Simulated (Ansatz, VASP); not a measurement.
Two plane-wave programs on HfSi4

```
CELL_PARAMETERS angstrom
5.76700 0.00000 0.00000
0.00000 5.76700 0.00000
0.00000 0.00000 4.32594
ATOMIC_POSITIONS crystal
Hf 0.50000 0.50000 0.75034
Si 0.79290 0.50000 0.25034
Si 0.20710 0.50000 0.25034
Si 0.50000 0.79290 0.25034
Si 0.50000 0.20710 0.25034
```

Alike in both runs: functional PBE; k mesh 4 × 4 × 4; occupations gaussian, width 0.1 eV; no spin polarisation.

Ansatz relaxed the structure, and its values are those at the end. VASP's run is a single point on that final structure, the one shown.

```csv
,VASP,Ansatz
version,VASP 6.6.1,Ansatz 0.2.0
potentials or method,"VASP PAW PBE potentials, release 64 (Hf_pv, Si), cutoff 520 eV","scalar-relativistic, plane waves, PAW"
valence electrons in the cell,26,42
```

|  | VASP | Ansatz | Ansatz less VASP |
| --- | --- | --- | --- |
| gap on the k mesh at the Fermi level (eV) | none | none | - |
| pressure (GPa) | 0.2 | 0.2 | +0.06 |
| rms of the force components (eV/Å) | 0.006 | 0.002 | -0.0045 |

A gap of «none» marks a metal or a gap that the smearing closes. With one functional, cell and mesh, what is left measures potentials, basis and numerics. VASP's potentials hold 26 valence electrons a cell and Ansatz's 42, so a difference there can come from the potentials and not from the codes.

The k mesh is coarse, so the values compare programs but aren't converged. Spin-orbit coupling is off throughout.
